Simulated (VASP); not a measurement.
# Cd3Sn2Pb11 (P1) in VASP: single point with PBE

Aim: the single point of Cd3Sn2Pb11 with PBE.

Everything below comes from runs of VASP 6.6.1. Logs are shortened: lines on timing, memory, paths and dates and some standing lists are left out, and cuts for length are marked.

## Step 1: The cell of the first run

The typed cell holds 16 atoms: a = 6.858 Å, b = 8.558 Å, c = 8.289 Å, α = 89.88°, β = 90.01°, γ = 90.09°.

## Step 2: Single point, PBE

INCAR

```
SYSTEM = Cd3Sn2Pb11
PREC = Accurate
ENCUT = 520
EDIFF = 1E-6
ISMEAR = 0
SIGMA = 0.1
LREAL = Auto
LASPH = .True.
NELM = 80
ALGO = Normal
ISIF = 2
LWAVE = .False.
LCHARG = .False.
GGA = PE
ISYM = 0
NBANDS = 123
```

KPOINTS

```
Automatic mesh
0
Gamma
  2 2 2
  0.5 0.5 0.5
```

POSCAR

```
Cd3Sn2Pb11
1.0
    6.8576608287     -0.0059508912     -0.0005860941
   -0.0059508912      8.5580548228      0.0090541767
   -0.0005860941      0.0090541767      8.2885758445
Cd Sn Pb
3 2 11
Direct
    0.2508550702      0.2476359754      0.2925012720
    0.7501984805      0.2465832993      0.2871360022
    0.2505526713      0.7469016493      0.7809125491
    0.2506409964      0.2535599622      0.7037181227
    0.7507598587      0.7535906900      0.1978353850
    1.0017182032      0.0460064810      0.0125791482
    0.4955383722      1.0450922637      0.0099944196
    0.0065722404      0.4537752190      0.0182347284
    0.9997976836      0.9685475740      0.5012663930
    0.5004399734      0.4528716375      0.0195716314
    0.4983683116     -0.0318424572      0.5023712826
    1.0033261190      0.5332074531      0.4975709934
    0.2509484179      0.7528170673      0.1981440215
    0.5001037602      0.5332319640      0.4971469344
    0.7507109644      0.2522623809      0.7109280691
    0.7513923222      0.7473407391      0.7894744500
```

Potentials or basis: VASP PAW PBE potentials, release 64 (Cd, Sn_d, Pb_d).

Launch:

```
cat potpaw_PBE.64/Cd/POTCAR potpaw_PBE.64/Sn_d/POTCAR potpaw_PBE.64/Pb_d/POTCAR > POTCAR
mpirun -np 1 vasp_std > vasp.out
```

OUTCAR:

```text
SYSTEM = Cd3Sn2Pb11
   PREC = Accurate
   ENCUT = 520
   EDIFF = 1E-6
   ISMEAR = 0
   LREAL = Auto
   LASPH = .True.
   NELM = 80
   ISIF = 2
   GGA = PE
   ISYM = 0

 ion  position               nearest neighbor table
   1  0.251  0.248  0.293-   8 3.33  10 3.33   6 3.36   7 3.37   4 3.41  11 3.41   9 3.41   2 3.42
                            12 3.43  14 3.43   2 3.43
   2  0.750  0.247  0.287-  10 3.31   6 3.34   8 3.34   7 3.36   1 3.42   9 3.43   1 3.43  11 3.44
                            14 3.47  12 3.48  15 3.51
   3  0.251  0.747  0.781-  16 3.42  12 3.43  11 3.43  16 3.44  14 3.44   9 3.45  13 3.46   8 3.60
                             7 3.60  10 3.63   6 3.63
   4  0.251  0.254  0.704-  12 3.39  14 3.40   1 3.41  11 3.42   9 3.42  15 3.43  15 3.43   7 3.53
                             8 3.54   6 3.55  10 3.56
   5  0.751  0.754  0.198-  16 3.39   6 3.40   7 3.42  13 3.43  10 3.43  13 3.43   8 3.45   9 3.55
                            14 3.55  12 3.57  11 3.57
   6  0.002  0.046  0.013-   2 3.34   1 3.36   7 3.39   5 3.40  13 3.40   7 3.47   8 3.49  15 3.51
                             4 3.55  16 3.59   3 3.63   9 4.10
   7  0.496  0.045  0.010-   2 3.36   1 3.37   6 3.39  13 3.39   5 3.42   6 3.47  10 3.49  15 3.51
                             4 3.53   3 3.60  16 3.60  11 4.13
   8  0.007  0.454  0.018-   1 3.33   2 3.34  10 3.39  13 3.40   5 3.45  10 3.47   6 3.49  15 3.54
                             4 3.54   3 3.60  16 3.60  12 4.03
   9  1.000  0.969  0.501-   1 3.41  11 3.42   4 3.42   2 3.43  11 3.44  15 3.44   3 3.45  16 3.49
                             5 3.55  13 3.57  12 3.73   6 4.10
  10  0.500  0.453  0.020-   2 3.31   1 3.33   8 3.39  13 3.43   5 3.43   8 3.47   7 3.49  15 3.53
                             4 3.56  16 3.59   3 3.63  14 4.02
  11  0.498  0.968  0.502-   1 3.41   4 3.42   9 3.42   3 3.43   2 3.44   9 3.44  15 3.45  16 3.50
                            13 3.56   5 3.57  14 3.72   7 4.13
  12  0.003  0.533  0.498-   4 3.39  14 3.41   3 3.43   1 3.43  15 3.45  14 3.45   2 3.48  16 3.50
                            13 3.54   5 3.57   9 3.73   8 4.03
  13  0.251  0.753  0.198-   7 3.39   6 3.40   8 3.40  10 3.43   5 3.43   5 3.43   3 3.46  12 3.54
                            14 3.55  11 3.56   9 3.57
  14  0.500  0.533  0.497-   4 3.40  12 3.41   1 3.43   3 3.44  15 3.45  12 3.45   2 3.47  16 3.49
                            13 3.55   5 3.55  11 3.72  10 4.02
  15  0.751  0.252  0.711-   4 3.43   4 3.43   9 3.44  14 3.45  12 3.45  11 3.45   6 3.51   7 3.51
                             2 3.51  10 3.53   8 3.54
  16  0.751  0.747  0.789-   5 3.39   3 3.42   3 3.44   9 3.49  14 3.49  12 3.50  11 3.50   6 3.59
                            10 3.59   7 3.60   8 3.60

IMPORTANT INFORMATION: All symmetrisations will be switched off!
NOSYMM: (Re-)initialisation of all symmetry stuff for point group C_1.

----------------------------------------------------------------------------------------

                                     Primitive cell

  volume of cell :     486.4410

  direct lattice vectors                    reciprocal lattice vectors
     6.857660829 -0.005950891 -0.000586094     0.145822407  0.000101388  0.000010201
    -0.005950891  8.558054823  0.009054177     0.000101388  0.116849188 -0.000127635
    -0.000586094  0.009054177  8.288575845     0.000010201 -0.000127635  0.120648128

  length of vectors
     6.857663436  8.558061681  8.288580810     0.145822443  0.116849302  0.120648196

  position of ions in fractional coordinates (direct lattice)
     0.250855070  0.247635975  0.292501272
     0.750198481  0.246583299  0.287136002
     0.250552671  0.746901649  0.780912549
     0.250640996  0.253559962  0.703718123
     0.750759859  0.753590690  0.197835385
     0.001718203  0.046006481  0.012579148
[... 8 lines left out ...]
     0.750710964  0.252262381  0.710928069
     0.751392322  0.747340739  0.789474450

  ion indices of the primitive-cell ions
   primitive index   ion index
                 1           1
                 2           2
                 3           3
                 4           4
                 5           5
                 6           6
[... 8 lines left out ...]
                15          15
                16          16

----------------------------------------------------------------------------------------

 KPOINTS: Automatic mesh

Automatic generation of k-mesh.
 Grid dimensions read from file:
 generate k-points for:    2    2    2

 Generating k-lattice:

  Cartesian coordinates                     Fractional coordinates (reciprocal lattice)
     0.072911204  0.000050694  0.000005100     0.500000000  0.000000000  0.000000000
     0.000050694  0.058424594 -0.000063818    -0.000000000  0.500000000  0.000000000
     0.000005100 -0.000063818  0.060324064     0.000000000  0.000000000  0.500000000

  Length of vectors
     0.072911221  0.058424651  0.060324098

  Shift w.r.t. Gamma in fractional coordinates (k-lattice)
     0.500000000  0.500000000  0.500000000

 Subroutine IBZKPT returns following result:
 ===========================================

 Found      4 irreducible k-points:

 Following reciprocal coordinates:
            Coordinates               Weight
  0.250000  0.250000  0.250000      2.000000
 -0.250000  0.250000  0.250000      2.000000
  0.250000 -0.250000  0.250000      2.000000
 -0.250000 -0.250000  0.250000      2.000000
   k-points           NKPTS =      4   k-points in BZ     NKDIM =      4   number of bands    NBANDS=    123
   number of dos      NEDOS =    301   number of ions     NIONS =     16
   total plane-waves  NPLWV = 221184
   dimension x,y,z NGX =    54 NGY =   64 NGZ =   64
   dimension x,y,z NGXF=   108 NGYF=  128 NGZF=  128
   ions per type =               3   2  11
   NGX,Y,Z   is equivalent  to a cutoff of  13.09, 12.43, 12.84 a.u.
   NGXF,Y,Z  is equivalent  to a cutoff of  26.18, 24.86, 25.67 a.u.
 SYSTEM =  Cd3Sn2Pb11
   PREC   = accura    normal or accurate (medium, high low for compatibility)
   ISTART =      0    job   : 0-new  1-cont  2-samecut
   ICHARG =      2    charge: 1-file 2-atom 10-const
   ISPIN  =      1    spin polarized calculation?
   LNONCOLLINEAR =      F non collinear calculations
   LSORBIT =      F    spin-orbit coupling
   LASPH  =      T    aspherical Exc in radial PAW
   ENCUT  =  520.0 eV  38.22 Ry    6.18 a.u.  12.75 15.91 15.41*2*pi/ulx,y,z
   NELM   =     80;   NELMIN=  2; NELMDL= -5     # of ELM steps
   EDIFF  = 0.1E-05   stopping-criterion for ELM
   LREAL  =      T    real-space projection
   EDIFFG = 0.1E-04   stopping-criterion for IOM
   NSW    =      0    number of steps for IOM
   IBRION =     -1    ionic relax: 0-MD 1-quasi-New 2-CG
   NFREE  =      0    steps in history (QN), initial steepest desc. (CG)
   ISIF   =      2    stress and relaxation
   ISYM   =      0    0-nonsym 1-usesym 2-fastsym
   POTIM  = 0.5000    time-step for ionic-motion
   TEBEG  =    0.0;   TEEND  =   0.0 temperature during run
   PSTRESS=    0.0 pullay stress
   NELECT =     218.0000    total number of electrons
   NUPDOWN=      -1.0000    fix difference up-down
   EMIN   =  10.00;   EMAX   =-10.00  energy-range for DOS
   EFERMI =   0.00;   METHOD = LEGACY
   ISMEAR =     0;   SIGMA  =   0.10  broadening in eV -4-tet -1-fermi 0-gaus
   EFERMI_NEDOS =   21; number of points for ismear=-14 and -15
   IALGO  =     38    algorithm
   IMIX   =      4    mixing-type and parameters
     AMIX     =   0.40;   BMIX     =  1.00
     AMIX_MAG =   1.60;   BMIX_MAG =  1.00
  volume/ion in A,a.u.               =      30.40       205.17
  Fermi-wavevector in a.u.,A,eV,Ry     =   1.252805  2.367459 21.354632  1.569521
  Thomas-Fermi vector in A             =   2.386688
   LORBIT       =      0    0 simple, 1 ext, 2 COOP (PROOUT), +10 PAW based schemes
   GGA     = PE    functional components
   LHFCALC =     F    Hartree Fock is set to
   AEXX    =    0.0000 exact exchange contribution
   IVDW    =     0    specifies the selected vdW correction
   LEPSILON=     F    determine dielectric tensor
   LRPA    =     F    only Hartree local field effects (RPA)
 non-spin polarized calculation
 Gauss-broadening in eV      SIGMA  =   0.10
  energy-cutoff  :      520.00
  volume of cell :      486.44
 maximum number of plane-waves:     13093
 NGX is ok and might be reduce to    50
   NGX = 25   NGY = 31   NGZ = 31

 number of electron     218.0000016 magnetization

 Free energy of the ion-electron system (eV)
  ---------------------------------------------------
  ext. energy  EPLUGINS =         0.00000000
  ---------------------------------------------------
  free energy    TOTEN  =       -49.32924398 eV

  energy without entropy =      -49.32755981  energy(sigma->0) =      -49.32840189

 E-fermi :   6.1766     XC(G=0):  -9.9734

 val. band max:        5.9796966708   @ k =  -0.2500   0.2500   0.2500
 cond. band min:       6.3715366837   @ k =  -0.2500   0.2500   0.2500
 fundamental gap:      0.3918400128
 Fermi energy:         6.1765842122

 k-point     1 :       0.2500    0.2500    0.2500
  band No.  band energies     occupation
      1     -15.6039      2.00000
      2     -15.6016      2.00000
      3     -15.5960      2.00000
      4     -15.5886      2.00000
      5     -15.5883      2.00000
      6     -15.5760      2.00000
[... 113 lines left out ...]
    120       8.2732      0.00000
    121       8.5138      0.00000

 k-point     2 :      -0.2500    0.2500    0.2500
  band No.  band energies     occupation
      1     -15.6039      2.00000
      2     -15.6016      2.00000
      3     -15.5960      2.00000
      4     -15.5886      2.00000
      5     -15.5883      2.00000
      6     -15.5760      2.00000
[... 113 lines left out ...]
    120       8.2824      0.00000
    121       8.5106      0.00000

 k-point     3 :       0.2500   -0.2500    0.2500
  band No.  band energies     occupation
      1     -15.6039      2.00000
      2     -15.6016      2.00000
      3     -15.5960      2.00000
      4     -15.5886      2.00000
      5     -15.5883      2.00000
      6     -15.5760      2.00000
[... 113 lines left out ...]
    120       8.2625      0.00000
    121       8.4742      0.00000

 k-point     4 :      -0.2500   -0.2500    0.2500
  band No.  band energies     occupation
      1     -15.6039      2.00000
      2     -15.6016      2.00000
      3     -15.5960      2.00000
      4     -15.5886      2.00000
      5     -15.5883      2.00000
      6     -15.5760      2.00000
[... 113 lines left out ...]
    120       8.2519      0.00000
    121       8.4797      0.00000
 [bands above 121 left out]

------------------------ aborting loop because EDIFF is reached ----------------------------------------

  FORCE on cell =-STRESS in cart. coord.  units (eV):
  Direction    XX          YY          ZZ          XY          YZ          ZX
  --------------------------------------------------------------------------------------
  -------------------------------------------------------------------------------------
  Total       -0.0514746      0.1623398      0.1055142     -0.0033362     -0.1361933      0.0104620
  in kB       -0.1695403      0.5346942      0.3475292     -0.0109883     -0.4485762      0.0344585
  external PRESSURE =       0.2375610 kB  Pullay stress =       0.0000000 kB

 VOLUME and BASIS-vectors are now :
 -----------------------------------------------------------------------------
  energy-cutoff  :      520.00
  volume of cell :      486.44
      direct lattice vectors                 reciprocal lattice vectors
     6.857660829 -0.005950891 -0.000586094     0.145822407  0.000101388  0.000010201
    -0.005950891  8.558054823  0.009054177     0.000101388  0.116849188 -0.000127635
    -0.000586094  0.009054177  8.288575845     0.000010201 -0.000127635  0.120648128

 POSITION                                       TOTAL-FORCE (eV/Angst)
 -----------------------------------------------------------------------------------
      1.71863      2.12044      2.42651         0.000175     -0.000905      0.001075
      5.14297      2.10841      2.38174         0.002084      0.006803      0.010961
      1.71330      6.39760      6.47927         0.002502      0.004158     -0.004929
      1.71689      2.17486      5.83497        -0.006526     -0.000664      0.004367
      5.14386      6.44659      1.64616         0.001384      0.001468      0.000430
      0.01150      0.39383      0.10468        -0.009670     -0.025555     -0.003800
[... 8 lines left out ...]
      5.14620      2.16084      5.89443         0.003162      0.008954     -0.001342
      5.14788      6.39846      6.54995        -0.005371      0.003152     -0.010306
 -----------------------------------------------------------------------------------
    total drift:                                0.005231      0.000362     -0.009672

  FREE ENERGIE OF THE ION-ELECTRON SYSTEM (eV)
  ---------------------------------------------------
  free  energy   TOTEN  =       -49.3292439780 eV

  energy  without entropy=      -49.3275598055  energy(sigma->0) =      -49.32840189
```

It took 5.5 min on 1 thread of Intel Xeon Platinum 8488C (Sapphire Rapids), shared host; peak memory 0.56 GiB.

What came out:

* Free energy: -49.3292 eV
* Pressure: 0.0 GPa
* Largest force: 0.028 eV/Å
* Band gap on the k mesh: 0.39 eV

Forces in eV/Å, atoms in the order of the input:
```
Cd   0.000 -0.001  0.001
Cd   0.002  0.007  0.011
Cd   0.003  0.004 -0.005
Sn  -0.007 -0.001  0.004
Sn   0.001  0.001  0.000
Pb  -0.010 -0.026 -0.004
Pb   0.010 -0.023  0.002
Pb  -0.006  0.021 -0.016
Pb   0.013 -0.002 -0.001
Pb   0.004  0.025 -0.011
Pb  -0.009 -0.006  0.005
Pb  -0.013  0.000  0.007
Pb  -0.003 -0.009  0.003
Pb   0.017 -0.003  0.014
Pb   0.003  0.009 -0.001
Pb  -0.005  0.003 -0.010
```

Caveat: spin-orbit coupling is left out, which moves the levels of the heavy elements; a shifted mesh leaves out Γ, where band edges can lie.
